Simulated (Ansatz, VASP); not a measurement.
**InP in VASP and in Ansatz**

```
CELL_PARAMETERS angstrom
0.00000 2.93050 2.93050
2.93050 0.00000 2.93050
2.93050 2.93050 0.00000
ATOMIC_POSITIONS crystal
In 0.00000 0.00000 0.00000
P 0.25000 0.25000 0.25000
```

Alike in both runs: task single point; functional PBEsol; k mesh 8 × 8 × 8; occupations gaussian, width 0.02 eV; non-collinear spin, spin-orbit coupling.

|  | VASP | Ansatz |
| --- | --- | --- |
| version | VASP 6.6.1 | Ansatz 0.2.0 |
| potentials or method | VASP PAW PBE potentials, release 64 (In_d, P), cutoff 520 eV | plane-wave PAW |
| valence electrons in the cell | 18 | 18 |

|  | VASP | Ansatz | Ansatz less VASP |
| --- | --- | --- | --- |
| net moment per atom (μB) | 0.00 | 0.00 | 0.000 |

VASP's potentials were made for PBE, not for PBEsol, and Ansatz warns of the same on its side. With one functional, cell and mesh, what is left measures potentials, basis and numerics.
